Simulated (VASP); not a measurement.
# HfC5 (Immm) in VASP: a series of runs, part 2 of 3

VASP 6.6.1. The steps go on from the part before.

## (3) Single point, PBE

This run uses another cell than the first one, of 16.32 Å³/atom.

INCAR reads:

```
  ALGO = Normal
  EDIFF = 1E-6
  ENCUT = 520
  GGA = PE
  ISIF = 2
  ISMEAR = 0
  LASPH = T
  LCHARG = T
  LELF = T
  LREAL = F
  LVHAR = T
  LWAVE = F
  NBANDS = 24
  NELM = 60
  PREC = Accurate
  SIGMA = 0.1
```

KPOINTS reads:

```
k-points
0
Gamma
  4 4 4
```

POSCAR reads:

```
HfC5
1.0
   -2.4409119900      2.9525020700      3.3976410700
    2.4409119900     -2.9525020700      3.3976410700
    2.4409119900      2.9525020700     -3.3976410700
Hf C
1 5
Direct
    0.5000000000      0.5000000000      0.0000000000
    0.5000000000      0.8417025500      0.3417025500
    0.5000000000      0.1582974500      0.6582974500
    0.7273677000      0.2273677000      0.5000000000
    0.2726323000      0.7726323000      0.5000000000
    0.0000000000      0.5000000000      0.5000000000
```

Potentials or basis: VASP PAW PBE potentials, release 64 (Hf_pv, C).

Run with:

```
> cat potpaw_PBE.64/Hf_pv/POTCAR potpaw_PBE.64/C/POTCAR > POTCAR
> mpirun -np 1 vasp_std > vasp.out
```

OUTCAR:

```text
EDIFF = 1E-6
   ENCUT = 520
   GGA = PE
   ISIF = 2
   ISMEAR = 0
   LASPH = T
   LREAL = F
   NELM = 60
   PREC = Accurate

 ion  position               nearest neighbor table
   1  0.500  0.500  0.000-   2 1.67   3 1.67   4 2.89   5 2.89   4 2.89   5 2.89   6 2.95   6 2.95

   2  0.500  0.842  0.342-   3 1.55   1 1.67   4 1.73   5 1.73
   3  0.500  0.158  0.658-   2 1.55   1 1.67   5 1.73   4 1.73
   4  0.727  0.227  0.500-   2 1.73   3 1.73   6 1.85   1 2.89   1 2.89
   5  0.273  0.773  0.500-   3 1.73   2 1.73   6 1.85   1 2.89   1 2.89
   6  0.000  0.500  0.500-   4 1.85   5 1.85   1 2.95   1 2.95

  LATTYP: Found a body centered orthorhombic cell.
 ALAT       =     4.8818239800
 B/A-ratio  =     1.2095897280
 C/A-ratio  =     1.3919555821

  Lattice vectors:

 A1 = (  -2.4409119900,   2.9525020700,   3.3976410700)
 A2 = (   2.4409119900,  -2.9525020700,   3.3976410700)
 A3 = (   2.4409119900,   2.9525020700,  -3.3976410700)

Analysis of symmetry for initial positions (statically):
=====================================================================
 Subroutine PRICEL returns:
 Original cell was already a primitive cell.

 Routine SETGRP: Setting up the symmetry group for a
 body centered orthorhombic supercell.

 Subroutine GETGRP returns: Found  8 space group operations
 (whereof  8 operations were pure point group operations)
 out of a pool of  8 trial point group operations.

The static configuration has the point symmetry D_2h.

Analysis of symmetry for dynamics (positions and initial velocities):
=====================================================================
 Subroutine PRICEL returns:
 Original cell was already a primitive cell.

 Routine SETGRP: Setting up the symmetry group for a
 body centered orthorhombic supercell.

 Subroutine GETGRP returns: Found  8 space group operations
 (whereof  8 operations were pure point group operations)
 out of a pool of  8 trial point group operations.

The dynamic configuration has the point symmetry D_2h.

 Subroutine INISYM returns: Found  8 space group operations
 (whereof  8 operations are pure point group operations),
 and found     1 'primitive' translations

----------------------------------------------------------------------------------------

                                     Primitive cell

  volume of cell :      97.9444

  direct lattice vectors                    reciprocal lattice vectors
    -2.440911990  2.952502070  3.397641070     0.000000000  0.169347891  0.147160924
     2.440911990 -2.952502070  3.397641070     0.204841470  0.000000000  0.147160924
     2.440911990  2.952502070 -3.397641070     0.204841470  0.169347891  0.000000000

  length of vectors
     5.120476995  5.120476995  5.120476995     0.224354732  0.252222849  0.265779488

  position of ions in fractional coordinates (direct lattice)
     0.500000000  0.500000000  0.000000000
     0.500000000  0.841702550  0.341702550
     0.500000000  0.158297450  0.658297450
     0.727367700  0.227367700  0.500000000
     0.272632300  0.772632300  0.500000000
     0.000000000  0.500000000  0.500000000

  ion indices of the primitive-cell ions
   primitive index   ion index
                 1           1
                 2           2
                 3           3
                 4           4
                 5           5
[... 32 lines left out ...]
  0.500000  0.000000 -0.000000      2.000000
  0.000000  0.250000 -0.000000      4.000000
  0.250000  0.250000 -0.000000      8.000000
  0.500000  0.250000 -0.000000      8.000000
[... 10 lines left out ...]
 -0.250000 -0.250000  0.250000      2.000000
  0.500000  0.500000  0.500000      1.000000
   k-points           NKPTS =     18   k-points in BZ     NKDIM =     18   number of bands    NBANDS=     24
   number of dos      NEDOS =    301   number of ions     NIONS =      6
   total plane-waves  NPLWV =  64000
   dimension x,y,z NGX =    40 NGY =   40 NGZ =   40
   dimension x,y,z NGXF=    80 NGYF=   80 NGZF=   80
   ions per type =               1   5
   NGX,Y,Z   is equivalent  to a cutoff of  12.99, 12.99, 12.99 a.u.
   NGXF,Y,Z  is equivalent  to a cutoff of  25.97, 25.97, 25.97 a.u.
 SYSTEM =  unknown system
   PREC   = accura    normal or accurate (medium, high low for compatibility)
   ISTART =      0    job   : 0-new  1-cont  2-samecut
   ICHARG =      2    charge: 1-file 2-atom 10-const
   ISPIN  =      1    spin polarized calculation?
   LNONCOLLINEAR =      F non collinear calculations
   LSORBIT =      F    spin-orbit coupling
   LASPH  =      T    aspherical Exc in radial PAW
   ENCUT  =  520.0 eV  38.22 Ry    6.18 a.u.   9.52  9.52  9.52*2*pi/ulx,y,z
   NELM   =     60;   NELMIN=  2; NELMDL= -5     # of ELM steps
   EDIFF  = 0.1E-05   stopping-criterion for ELM
   LREAL  =      F    real-space projection
   EDIFFG = 0.1E-04   stopping-criterion for IOM
   NSW    =      0    number of steps for IOM
   IBRION =     -1    ionic relax: 0-MD 1-quasi-New 2-CG
   NFREE  =      0    steps in history (QN), initial steepest desc. (CG)
   ISIF   =      2    stress and relaxation
   ISYM   =      2    0-nonsym 1-usesym 2-fastsym
   POTIM  = 0.5000    time-step for ionic-motion
   TEBEG  =    0.0;   TEEND  =   0.0 temperature during run
   PSTRESS=    0.0 pullay stress
   NELECT =      30.0000    total number of electrons
   NUPDOWN=      -1.0000    fix difference up-down
   EMIN   =  10.00;   EMAX   =-10.00  energy-range for DOS
   EFERMI =   0.00;   METHOD = LEGACY
   ISMEAR =     0;   SIGMA  =   0.10  broadening in eV -4-tet -1-fermi 0-gaus
   EFERMI_NEDOS =   21; number of points for ismear=-14 and -15
   IALGO  =     38    algorithm
   IMIX   =      4    mixing-type and parameters
     AMIX     =   0.40;   BMIX     =  1.00
     AMIX_MAG =   1.60;   BMIX_MAG =  1.00
  volume/ion in A,a.u.               =      16.32       110.16
  Fermi-wavevector in a.u.,A,eV,Ry     =   1.103541  2.085391 16.569225  1.217804
  Thomas-Fermi vector in A             =   2.240001
   LORBIT       =      0    0 simple, 1 ext, 2 COOP (PROOUT), +10 PAW based schemes
   GGA     = PE    functional components
   LHFCALC =     F    Hartree Fock is set to
   AEXX    =    0.0000 exact exchange contribution
   IVDW    =     0    specifies the selected vdW correction
   LEPSILON=     F    determine dielectric tensor
   LRPA    =     F    only Hartree local field effects (RPA)
 non-spin polarized calculation
 Gauss-broadening in eV      SIGMA  =   0.10
  energy-cutoff  :      520.00
  volume of cell :       97.94
 maximum number of plane-waves:      2655
 NGX is ok and might be reduce to    40
   NGX = 19   NGY = 19   NGZ = 19

 number of electron      29.9999999 magnetization

 Free energy of the ion-electron system (eV)
  ---------------------------------------------------
  ext. energy  EPLUGINS =         0.00000000
  ---------------------------------------------------
  free energy    TOTEN  =       -33.74667092 eV

  energy without entropy =      -33.73456027  energy(sigma->0) =      -33.74061560

 E-fermi :   1.7723     XC(G=0):  -8.8124

 val. band max:        1.6739444878   @ k =   0.5000  -0.2500   0.2500
 cond. band min:       1.7820600363   @ k =   0.2500   0.2500  -0.0000
 fundamental gap:      0.1081155485
 Fermi energy:         1.7722563561

 k-point     1 :       0.0000    0.0000    0.0000
  band No.  band energies     occupation
      1     -31.0115      2.00000
      2     -29.6185      2.00000
      3     -29.2349      2.00000
      4     -15.4121      2.00000
      5     -10.0964      2.00000
      6      -9.0824      2.00000
[... 475 lines left out ...]
     23       6.4202      0.00000
     24       7.6545      0.00000

------------------------ aborting loop because EDIFF is reached ----------------------------------------

  FORCE on cell =-STRESS in cart. coord.  units (eV):
  Direction    XX          YY          ZZ          XY          YZ          ZX
  --------------------------------------------------------------------------------------
  -------------------------------------------------------------------------------------
  Total       43.5722191     -8.5608865    -20.6512073      0.0000000      0.0000000      0.0000000
  in kB      712.7552764   -140.0391621   -337.8128838      0.0000000      0.0000000      0.0000000
  external PRESSURE =      78.3010768 kB  Pullay stress =       0.0000000 kB

 VOLUME and BASIS-vectors are now :
 -----------------------------------------------------------------------------
  energy-cutoff  :      520.00
  volume of cell :       97.94
      direct lattice vectors                 reciprocal lattice vectors
    -2.440911990  2.952502070  3.397641070     0.000000000  0.169347891  0.147160924
     2.440911990 -2.952502070  3.397641070     0.204841470  0.000000000  0.147160924
     2.440911990  2.952502070 -3.397641070     0.204841470  0.169347891  0.000000000

 POSITION                                       TOTAL-FORCE (eV/Angst)
 -----------------------------------------------------------------------------------
      0.00000      0.00000      3.39764         0.000000     -0.000000      0.000000
      1.66813     -0.00000      3.39764        15.030112     -0.000000      0.000000
      0.77278      2.95250      0.00000       -15.030112     -0.000000      0.000000
      0.00000      2.95250      1.54503         0.000000      0.000000     -0.211837
      2.44091      0.00000      1.85261        -0.000000     -0.000000      0.211837
      2.44091      0.00000      0.00000         0.000000     -0.000000      0.000000
 -----------------------------------------------------------------------------------
    total drift:                                0.000000     -0.000000      0.000000

  FREE ENERGIE OF THE ION-ELECTRON SYSTEM (eV)
  ---------------------------------------------------
  free  energy   TOTEN  =       -33.7466709245 eV

  energy  without entropy=      -33.7345602739  energy(sigma->0) =      -33.74061560
```

OSZICAR:

```text
N       E                     dE             d eps       ncg     rms          rms(c)
DAV:   1     0.125188072151E+03    0.12519E+03   -0.14660E+04   872   0.111E+03
DAV:   2    -0.279223906181E+02   -0.15311E+03   -0.14137E+03  1120   0.244E+02
DAV:   3    -0.384169267862E+02   -0.10495E+02   -0.10095E+02  1104   0.549E+01
DAV:   4    -0.387241008655E+02   -0.30717E+00   -0.30646E+00  1168   0.994E+00
DAV:   5    -0.387320252863E+02   -0.79244E-02   -0.79203E-02  1136   0.143E+00    0.123E+02
DAV:   6    -0.350119692174E+02    0.37201E+01   -0.31620E+01  1064   0.225E+01    0.213E+01
DAV:   7    -0.349794715066E+02    0.32498E-01   -0.13842E+01  1216   0.165E+01    0.723E+01
DAV:   8    -0.340068331100E+02    0.97264E+00   -0.13121E+00  1088   0.585E+00    0.340E+01
DAV:   9    -0.337567344560E+02    0.25010E+00   -0.11542E+00  1104   0.479E+00    0.129E+01
DAV:  10    -0.337537547948E+02    0.29797E-02   -0.12984E-01   976   0.192E+00    0.783E+00
DAV:  11    -0.337553106597E+02   -0.15559E-02   -0.10829E-01  1080   0.153E+00    0.522E+00
DAV:  12    -0.337479569110E+02    0.73537E-02   -0.18538E-02  1032   0.679E-01    0.193E+00
DAV:  13    -0.337470715151E+02    0.88540E-03   -0.33294E-03  1248   0.265E-01    0.132E+00
DAV:  14    -0.337466831307E+02    0.38838E-03   -0.97966E-04  1088   0.164E-01    0.424E-01
DAV:  15    -0.337466614110E+02    0.21720E-04   -0.17161E-04  1184   0.647E-02    0.452E-02
DAV:  16    -0.337466686073E+02   -0.71963E-05   -0.17212E-05  1200   0.211E-02    0.305E-02
DAV:  17    -0.337466707256E+02   -0.21183E-05   -0.47111E-06  1008   0.102E-02    0.451E-03
DAV:  18    -0.337466709245E+02   -0.19886E-06   -0.34677E-07   808   0.305E-03
   1 F= -.33746671E+02 E0= -.33740616E+02  d E =-.121107E-01
```

stdout:

```text
POSCAR found type information on POSCAR HfC
 POSCAR found :  2 types and       6 ions
 scaLAPACK will be used
 LDA part: xc-table for (Slater+PW92), standard interpolation
 POSCAR, INCAR and KPOINTS ok, starting setup
 FFT: planning ... GRIDC
 FFT: planning ... GRID_SOFT
 FFT: planning ... GRID
 WAVECAR not read
 entering main loop
```

It took 42 s on 1 thread of AMD EPYC 9R45 (Zen 5), shared host; peak memory 0.22 GiB.

What came out:

- Free energy: -33.7467 eV
- Pressure: 7.8 GPa
- Largest force: 15.030 eV/Å
- Band gap on the k mesh: zero (bands 15 and 16 overlap by 1.15 eV)

Forces on the atoms (eV/Å):
```
Hf    0.000   0.000   0.000
C    15.030   0.000   0.000
C   -15.030   0.000   0.000
C     0.000   0.000  -0.212
C     0.000   0.000   0.212
C     0.000   0.000   0.000
```

Stress tensor (GPa, compression positive):
```
 71.28   0.00   0.00
  0.00 -14.00   0.00
  0.00   0.00 -33.78
```

Levels at points of the mesh, in eV from the Fermi level:
```tsv
k point	band 13	band 14	band 15	band 16	band 17	band 18
(0.00, 0.00, 0.00)	-3.00	-2.00	-1.45	-0.66	0.64	2.52
(0.50, 0.00, 0.00)	-2.99	0.14	0.21	0.37	0.86	1.60
(0.00, 0.50, 0.00)	-0.57	-0.29	0.10	0.50	0.83	1.52
(0.50, 0.50, 0.00)	-1.90	-0.77	0.36	0.70	1.02	1.05
(0.50, 0.50, 0.50)	-2.80	-0.65	-0.33	-0.15	1.11	2.13
```

Caveat: the k points lie up to 0.40 Å⁻¹ apart, too coarse for converged energies and pressures of a metal; spin-orbit coupling is left out, which moves the levels of the heavy elements; forces of over 1 eV/Å act on the atoms, so gaps and moduli don't describe the material at rest.

## (4) Single point, PBE

This run uses another cell than the first one, of 13.72 Å³/atom.

INCAR reads:

```
SYSTEM = HfC5
ALGO = Normal
EDIFF = 1E-7
ENCUT = 520
GGA = PE
ISIF = 2
ISMEAR = 0
LASPH = .TRUE.
LCHARG = .TRUE.
LELF = .TRUE.
LREAL = .FALSE.
LVHAR = .TRUE.
LWAVE = .FALSE.
NBANDS = 24
NELM = 80
PREC = Accurate
SIGMA = 0.1
```

KPOINTS reads:

```
k-points
0
G
  6 6 6
  0 0 0
```

POSCAR reads:

```
HfC5
1.0
   -2.2004245669      2.9108437445      3.2140447362
    2.2004245669     -2.9108437445      3.2140447362
    2.2004245669      2.9108437445     -3.2140447362
Hf C
1 5
Direct
    0.5000000000      0.5000000000      0.0000000000
    0.1127582251      0.5000000000      0.6127582251
    0.8872417749      0.5000000000      0.3872417749
    0.2934362006      0.7934362006      0.5000000000
    0.7065637994      0.2065637994      0.5000000000
    0.5000000000      0.0000000000      0.5000000000
```

Run with:

```
> cat potpaw_PBE.64/Hf_pv/POTCAR potpaw_PBE.64/C/POTCAR > POTCAR
> mpirun -np 1 vasp_std > vasp.out
```

Run time: 60 s. Hardware: 1 thread of AMD EPYC 9R45 (Zen 5), shared host; peak memory 0.22 GiB.

Results (log left out):

```
Free energy            : -46.8388 eV
Pressure               : -0.3 GPa
Largest force          : 0.133 eV/Å
Band gap on the k mesh : zero (bands 15 and 16 overlap by 0.43 eV)
```

Forces in eV/Å, atoms in the order of the input:
```
Hf   0.000  0.000  0.000
C    0.000  0.133  0.000
C    0.000 -0.133  0.000
C    0.000  0.000 -0.003
C    0.000  0.000  0.003
C    0.000  0.000  0.000
```

Stress tensor (GPa, compression positive):
```
-0.63  0.00  0.00
 0.00 -0.28  0.00
 0.00  0.00 -0.03
```

Levels at points of the mesh, in eV from the Fermi level:
```tsv
k point	band 11	band 12	band 13	band 14	band 15	band 16	band 17	band 18	band 19	band 20
(0.00, 0.00, 0.00)	-4.41	-3.36	-3.22	-3.16	-3.06	-0.30	1.87	3.33	3.83	4.08
(0.50, 0.00, 0.00)	-4.25	-2.85	-1.81	-1.11	-0.51	0.62	1.54	1.94	2.70	3.37
(0.00, 0.50, 0.00)	-4.98	-4.14	-1.53	-0.30	-0.15	-0.09	0.38	1.85	2.78	3.06
(0.50, 0.50, 0.00)	-3.63	-2.93	-2.42	-1.87	-0.64	0.41	1.46	2.31	2.49	3.48
(0.50, 0.50, 0.50)	-3.30	-2.75	-2.57	-2.41	-0.79	0.33	1.22	1.36	3.97	4.39
```

Caveat: spin-orbit coupling is left out, which moves the levels of the heavy elements.

[end of part 2 of 3]

The gap in the log of VASP goes by the Fermi energy; the results here count the filled bands.